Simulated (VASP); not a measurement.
# Al15BN16 (a cell with a defect) (B_Al) in VASP: a series of runs

The runs below take Al15BN16 (a cell with a defect) (B_Al) through single point, relaxation of the atoms, with PBE.

Everything below comes from runs of VASP 6.6.1. Logs are shortened: lines on timing, memory, paths and dates and some standing lists are left out, and cuts for length are marked.

### 1 The cell of the first run

The cell holds a defect, 32 atoms: a = 6.260 Å, b = 6.260 Å, c = 10.035 Å, α = 90.00°, β = 90.00°, γ = 120.00°.

### 2 Single point, PBE

Contents of INCAR:

```
ALGO = Normal
EDIFF = 1E-6
ENCUT = 520
GGA = PE
ISIF = 2
ISMEAR = 0
LASPH = T
LCHARG = F
LREAL = Auto
LWAVE = F
NBANDS = 86
NELM = 60
PREC = Accurate
SIGMA = 0.01
```

Contents of KPOINTS:

```
Automatic mesh
0
Gamma
  1 1 1
  0.25 0.25 0.25
```

Contents of POSCAR:

```
Al15BN16
1.0
    6.2595139092      0.0000000618      0.0000000000
   -3.1297570081      5.4208980298      0.0000000000
    0.0000000000      0.0000000000     10.0348065900
Al B N
15 1 16
Direct
    0.3300237316      0.1695471333      0.2554458243
    0.3320790837      0.1673003968      0.7447613341
    0.1665635422      0.3333477290      0.9997504909
    0.3301432295      0.6598132776      0.2554319206
    0.1613944125      0.8303183399      0.5015241246
    0.3322512857      0.6634768665      0.7441318133
    0.1685331399      0.8340675532      1.0004088936
    0.8403182771      0.1698395270      0.2554177831
    0.6690947260      0.3383590388      0.5015559572
    0.8359759310      0.1673406063      0.7443624489
    0.6655585577      0.3310891183      1.0005112341
    0.8333262001      0.6663141950      0.2504546884
    0.6681187286      0.8316663496      0.5013581059
    0.8332838402      0.6661433418      0.7521959238
    0.6655488525      0.8341588659      1.0003535951
    0.1669959319      0.3311088378      0.5070129857
    0.3163568237      0.1826728530      0.4481882351
    0.1680180427      0.3320900781      0.1882984097
    0.3310459171      0.1685480014      0.9369444580
    0.1678292310      0.3312354813      0.6693950236
    0.3145891890      0.6363726071      0.4479096283
    0.1710400390      0.8335245102      0.1932652513
    0.3310611428      0.6656406975      0.9363895711
    0.1660850523      0.8308109224      0.6903690016
    0.8644345261      0.1859362335      0.4480261712
    0.6662076633      0.3285792455      0.1934044201
    0.8340730606      0.1686200081      0.9364891561
    0.6684069613      0.3332254458      0.6903088575
    0.8313796843      0.6681800562      0.4396942608
    0.6665567704      0.8334725245      0.1928420898
    0.8319453190      0.6674906397      0.9425533503
    0.6687728214      0.8309756308      0.6899641074
```

Potentials or basis: VASP PAW PBE potentials, release 64 (Al, B, N).

Run with:

```
> cat potpaw_PBE.64/Al/POTCAR potpaw_PBE.64/B/POTCAR potpaw_PBE.64/N/POTCAR > POTCAR
> mpirun -np 1 vasp_std > vasp.out
```

OUTCAR:

```text
EDIFF = 1E-6
   ENCUT = 520
   GGA = PE
   ISIF = 2
   ISMEAR = 0
   LASPH = T
   LREAL = Auto
   NELM = 60
   PREC = Accurate

 ion  position               nearest neighbor table
   1  0.330  0.170  0.255-  18 1.88  22 1.93  26 1.93  17 1.94   8 3.07   4 3.07   9 3.08   5 3.08
                             3 3.12  12 3.13  12 3.13  11 3.14   7 3.14   4 3.19   8 3.19
   2  0.332  0.167  0.745-  28 1.90  24 1.90  19 1.93  20 1.93   9 3.05   5 3.05   6 3.11  10 3.11
                             3 3.13  14 3.13  14 3.13   7 3.14  11 3.14  10 3.15   6 3.15
   3  0.167  0.333  1.000-  18 1.89  19 1.89  23 1.91  27 1.91   8 3.12   4 3.12   1 3.12   2 3.13
                            10 3.13   6 3.13   7 3.13  11 3.13  15 3.13  15 3.13  11 3.13   7 3.13
   4  0.330  0.660  0.255-  18 1.90  22 1.91  30 1.93  21 1.94   8 3.07   1 3.07  13 3.07   5 3.08
                             3 3.12  12 3.13  12 3.13  15 3.14   7 3.14   1 3.19   8 3.19
   5  0.161  0.830  0.502-  29 1.89  24 1.90  21 1.96  17 1.99   6 3.05   2 3.05   1 3.08   4 3.08
                             9 3.08  14 3.08  12 3.08  13 3.09  13 3.17   9 3.18
   6  0.332  0.663  0.744-  24 1.89  32 1.90  23 1.93  20 1.95  13 3.04   5 3.05   2 3.11  10 3.11
                             3 3.13  14 3.13  14 3.13  15 3.14   7 3.15  10 3.15   2 3.15
   7  0.169  0.834  0.000-  23 1.91  31 1.91  19 1.92  22 1.94  14 3.08  12 3.10  15 3.11  11 3.11
                             3 3.13   3 3.13   2 3.14   1 3.14   4 3.14   6 3.15  11 3.15  15 3.15
   8  0.840  0.170  0.255-  18 1.90  26 1.91  30 1.93  25 1.94   1 3.07   4 3.07  13 3.07   9 3.08
                             3 3.12  12 3.13  12 3.13  11 3.14  15 3.14   4 3.19   1 3.19
   9  0.669  0.338  0.502-  29 1.89  28 1.89  25 1.96  17 1.99  10 3.05   2 3.05   1 3.08  14 3.08
[... 16 lines left out ...]
  19  0.331  0.169  0.937-   3 1.89   7 1.92  11 1.92   2 1.93
  20  0.168  0.331  0.669-  16 1.63   2 1.93  10 1.95   6 1.95
  21  0.315  0.636  0.448-  16 1.76   4 1.94   5 1.96  13 1.99
[... 9 lines left out ...]
  31  0.832  0.667  0.943-  15 1.90  14 1.91  11 1.91   7 1.91
  32  0.669  0.831  0.690-  14 1.89  13 1.89  10 1.90   6 1.90

  LATTYP: Found a hexagonal cell.
 ALAT       =     6.2595139092
 C/A-ratio  =     1.6031287310

  Lattice vectors:

 A1 = (   6.2595139092,   0.0000000618,   0.0000000000)
 A2 = (  -3.1297570081,   5.4208980298,   0.0000000000)
 A3 = (   0.0000000000,   0.0000000000,  10.0348065900)

Analysis of symmetry for initial positions (statically):
=====================================================================
 Subroutine PRICEL returns:
 Original cell was already a primitive cell.

 Routine SETGRP: Setting up the symmetry group for a
 hexagonal supercell.

 Subroutine GETGRP returns: Found  1 space group operations
 (whereof  1 operations were pure point group operations)
 out of a pool of 24 trial point group operations.

The static configuration has the point symmetry C_1 .

Analysis of symmetry for dynamics (positions and initial velocities):
=====================================================================
 Subroutine PRICEL returns:
 Original cell was already a primitive cell.

 Routine SETGRP: Setting up the symmetry group for a
 hexagonal supercell.

 Subroutine GETGRP returns: Found  1 space group operations
 (whereof  1 operations were pure point group operations)
 out of a pool of 24 trial point group operations.

The dynamic configuration has the point symmetry C_1 .

 Subroutine INISYM returns: Found  1 space group operations
 (whereof  1 operations are pure point group operations),
 and found     1 'primitive' translations

----------------------------------------------------------------------------------------

                                     Primitive cell

  volume of cell :     340.5029

  direct lattice vectors                    reciprocal lattice vectors
     6.259513909  0.000000062  0.000000000     0.159756813  0.092235641  0.000000000
    -3.129757008  5.420898030  0.000000000    -0.000000002  0.184471279  0.000000000
     0.000000000  0.000000000 10.034806590     0.000000000  0.000000000  0.099653141

  length of vectors
     6.259513909  6.259513909 10.034806590     0.184471279  0.184471279  0.099653141

  position of ions in fractional coordinates (direct lattice)
     0.330023732  0.169547133  0.255445824
     0.332079084  0.167300397  0.744761334
     0.166563542  0.333347729  0.999750491
     0.330143230  0.659813278  0.255431921
     0.161394413  0.830318340  0.501524125
     0.332251286  0.663476866  0.744131813
[... 24 lines left out ...]
     0.831945319  0.667490640  0.942553350
     0.668772821  0.830975631  0.689964107

  ion indices of the primitive-cell ions
   primitive index   ion index
                 1           1
                 2           2
                 3           3
                 4           4
                 5           5
                 6           6
[... 24 lines left out ...]
                31          31
                32          32

----------------------------------------------------------------------------------------

 KPOINTS: Automatic mesh

Automatic generation of k-mesh.
 Grid dimensions read from file:
 generate k-points for:    1    1    1

 Generating k-lattice:

  Cartesian coordinates                     Fractional coordinates (reciprocal lattice)
     0.159756813  0.092235641  0.000000000     1.000000000 -0.000000000  0.000000000
    -0.000000002  0.184471279  0.000000000     0.000000000  1.000000000  0.000000000
     0.000000000  0.000000000  0.099653141     0.000000000  0.000000000  1.000000000

  Length of vectors
     0.184471279  0.184471279  0.099653141

  Shift w.r.t. Gamma in fractional coordinates (k-lattice)
     0.250000000  0.250000000  0.250000000

 Subroutine IBZKPT returns following result:
 ===========================================

 Found      6 irreducible k-points:

 Following reciprocal coordinates:
            Coordinates               Weight
  0.250000  0.250000  0.250000      2.000000
 -0.250000  0.500000  0.250000      2.000000
  0.500000  0.250000  0.250000      2.000000
 -0.250000 -0.250000  0.250000      2.000000
  0.250000  0.500000  0.250000      2.000000
  0.500000 -0.250000  0.250000      2.000000
   k-points           NKPTS =      6   k-points in BZ     NKDIM =      6   number of bands    NBANDS=     86
   number of dos      NEDOS =    301   number of ions     NIONS =     32
   total plane-waves  NPLWV = 184320
   dimension x,y,z NGX =    48 NGY =   48 NGZ =   80
   dimension x,y,z NGXF=    96 NGYF=   96 NGZF=  160
   ions per type =              15   1  16
   NGX,Y,Z   is equivalent  to a cutoff of  12.75, 12.75, 13.25 a.u.
   NGXF,Y,Z  is equivalent  to a cutoff of  25.50, 25.50, 26.51 a.u.
 SYSTEM =  unknown system
   PREC   = accura    normal or accurate (medium, high low for compatibility)
   ISTART =      0    job   : 0-new  1-cont  2-samecut
   ICHARG =      2    charge: 1-file 2-atom 10-const
   ISPIN  =      1    spin polarized calculation?
   LNONCOLLINEAR =      F non collinear calculations
   LSORBIT =      F    spin-orbit coupling
   LASPH  =      T    aspherical Exc in radial PAW
   ENCUT  =  520.0 eV  38.22 Ry    6.18 a.u.  11.64 11.64 18.66*2*pi/ulx,y,z
   NELM   =     60;   NELMIN=  2; NELMDL= -5     # of ELM steps
   EDIFF  = 0.1E-05   stopping-criterion for ELM
   LREAL  =      T    real-space projection
   EDIFFG = 0.1E-04   stopping-criterion for IOM
   NSW    =      0    number of steps for IOM
   IBRION =     -1    ionic relax: 0-MD 1-quasi-New 2-CG
   NFREE  =      0    steps in history (QN), initial steepest desc. (CG)
   ISIF   =      2    stress and relaxation
   ISYM   =      2    0-nonsym 1-usesym 2-fastsym
   POTIM  = 0.5000    time-step for ionic-motion
   TEBEG  =    0.0;   TEEND  =   0.0 temperature during run
   PSTRESS=    0.0 pullay stress
   NELECT =     128.0000    total number of electrons
   NUPDOWN=      -1.0000    fix difference up-down
   EMIN   =  10.00;   EMAX   =-10.00  energy-range for DOS
   EFERMI =   0.00;   METHOD = LEGACY
   ISMEAR =     0;   SIGMA  =   0.01  broadening in eV -4-tet -1-fermi 0-gaus
   EFERMI_NEDOS =   21; number of points for ismear=-14 and -15
   IALGO  =     38    algorithm
   IMIX   =      4    mixing-type and parameters
     AMIX     =   0.40;   BMIX     =  1.00
     AMIX_MAG =   1.60;   BMIX_MAG =  1.00
  volume/ion in A,a.u.               =      10.64        71.81
  Fermi-wavevector in a.u.,A,eV,Ry     =   1.181511  2.232733 18.993310  1.395969
  Thomas-Fermi vector in A             =   2.317783
   LORBIT       =      0    0 simple, 1 ext, 2 COOP (PROOUT), +10 PAW based schemes
   GGA     = PE    functional components
   LHFCALC =     F    Hartree Fock is set to
   AEXX    =    0.0000 exact exchange contribution
   IVDW    =     0    specifies the selected vdW correction
   LEPSILON=     F    determine dielectric tensor
   LRPA    =     F    only Hartree local field effects (RPA)
 non-spin polarized calculation
 Gauss-broadening in eV      SIGMA  =   0.01
  energy-cutoff  :      520.00
  volume of cell :      340.50
 maximum number of plane-waves:      9148
 NGX is ok and might be reduce to    48
   NGX = 23   NGY = 23   NGZ = 37

 number of electron     127.9999999 magnetization

 Free energy of the ion-electron system (eV)
  ---------------------------------------------------
  ext. energy  EPLUGINS =         0.00000000
  ---------------------------------------------------
  free energy    TOTEN  =      -241.73471190 eV

  energy without entropy =     -241.73471190  energy(sigma->0) =     -241.73471190

 E-fermi :   5.4285     XC(G=0): -10.8052

 val. band max:        5.3728443031   @ k =   0.2500   0.2500   0.2500
 cond. band min:      10.6075923557   @ k =   0.2500   0.5000   0.2500
 fundamental gap:      5.2347480526
 Fermi energy:         5.4284898178

 k-point     1 :       0.2500    0.2500    0.2500
  band No.  band energies     occupation
      1      -8.9006      2.00000
      2      -8.4635      2.00000
      3      -8.2341      2.00000
      4      -8.0919      2.00000
      5      -7.8773      2.00000
      6      -7.7684      2.00000
[... 463 lines left out ...]
     75      12.5924      0.00000
     76      12.9003      0.00000
 [bands above 76 left out]

------------------------ aborting loop because EDIFF is reached ----------------------------------------

  FORCE on cell =-STRESS in cart. coord.  units (eV):
  Direction    XX          YY          ZZ          XY          YZ          ZX
  --------------------------------------------------------------------------------------
  -------------------------------------------------------------------------------------
  Total      -15.6931550    -17.2578535     -6.6704984     -1.4250219     -0.0574218      0.0192165
  in kB      -73.8414117    -81.2038286    -31.3868699     -6.7051927     -0.2701882      0.0904198
  external PRESSURE =     -62.1440368 kB  Pullay stress =       0.0000000 kB

 VOLUME and BASIS-vectors are now :
 -----------------------------------------------------------------------------
  energy-cutoff  :      520.00
  volume of cell :      340.50
      direct lattice vectors                 reciprocal lattice vectors
     6.259513909  0.000000062  0.000000000     0.159756813  0.092235641  0.000000000
    -3.129757008  5.420898030  0.000000000    -0.000000002  0.184471279  0.000000000
     0.000000000  0.000000000 10.034806590     0.000000000  0.000000000  0.099653141

 POSITION                                       TOTAL-FORCE (eV/Angst)
 -----------------------------------------------------------------------------------
      1.53515      0.91910      2.56335         0.105092     -0.060630     -0.004948
      1.55504      0.90692      7.47354         0.104796     -0.067113     -0.010289
     -0.00069      1.80704     10.03230        -0.117255      0.061613      0.009178
      0.00148      3.57678      2.56321         0.099944     -0.068783      0.000923
     -1.58844      4.50107      5.03270        -0.118310      0.027969      0.028087
      0.00321      3.59664      7.46722         0.095151     -0.067280      0.013460
[... 24 lines left out ...]
      3.11849      3.61840      9.45834         0.174725     -0.094480      0.000111
      1.58544      4.50463      6.92366        -0.185914      0.098425      0.021474
 -----------------------------------------------------------------------------------
    total drift:                                0.003863     -0.003141      0.019265

  FREE ENERGIE OF THE ION-ELECTRON SYSTEM (eV)
  ---------------------------------------------------
  free  energy   TOTEN  =      -241.7347119004 eV

  energy  without entropy=     -241.7347119004  energy(sigma->0) =     -241.73471190
```

Run time: 3.9 min. Hardware: 1 thread of AMD EPYC 9R45 (Zen 5), shared host; peak memory 0.45 GiB.

What came out:

```yaml
Free_energy: -241.7347 eV
Pressure: -6.2 GPa
Largest_force: 0.339 eV/Å
Band_gap_on_the_k_mesh: 5.23 eV
```

Forces on the atoms (eV/Å):
```
Al   0.105 -0.061 -0.005
Al   0.105 -0.067 -0.010
Al  -0.117  0.062  0.009
Al   0.100 -0.069  0.001
Al  -0.118  0.028  0.028
Al   0.095 -0.067  0.013
Al  -0.116  0.056  0.007
Al   0.111 -0.051  0.003
Al  -0.077  0.076  0.022
Al   0.100 -0.053  0.001
Al  -0.108  0.066  0.004
Al   0.116 -0.064  0.007
Al  -0.113  0.068 -0.012
Al   0.126 -0.073 -0.002
Al  -0.118  0.066 -0.009
B   -0.114  0.089  0.000
N    0.040 -0.004 -0.027
N   -0.158  0.087 -0.002
N    0.162 -0.090 -0.046
N   -0.137  0.091  0.023
N    0.322 -0.005  0.001
N   -0.167  0.081 -0.025
N    0.169 -0.095  0.020
N   -0.170  0.110 -0.020
N    0.144 -0.307 -0.010
N   -0.158  0.104 -0.029
N    0.164 -0.092  0.022
N   -0.170  0.103 -0.007
N    0.175 -0.095 -0.014
N   -0.180  0.100  0.037
N    0.175 -0.094  0.000
N   -0.186  0.098  0.021
```

Stress tensor (GPa, compression positive):
```
-7.38 -0.67  0.01
-0.67 -8.12 -0.03
 0.01 -0.03 -3.14
```

Levels at points of the mesh, in eV from the valence-band top:
```csv
k point,band 60,band 61,band 62,band 63,band 64,band 65,band 66,band 67,band 68,band 69
"(0.25, 0.25, 0.25)",-0.41,-0.33,-0.31,-0.21,0.00,5.27,5.73,6.14,6.30,6.47
```

Caveat: the k points lie up to 1.16 Å⁻¹ apart.

(Part 1 of 3 ends here.)
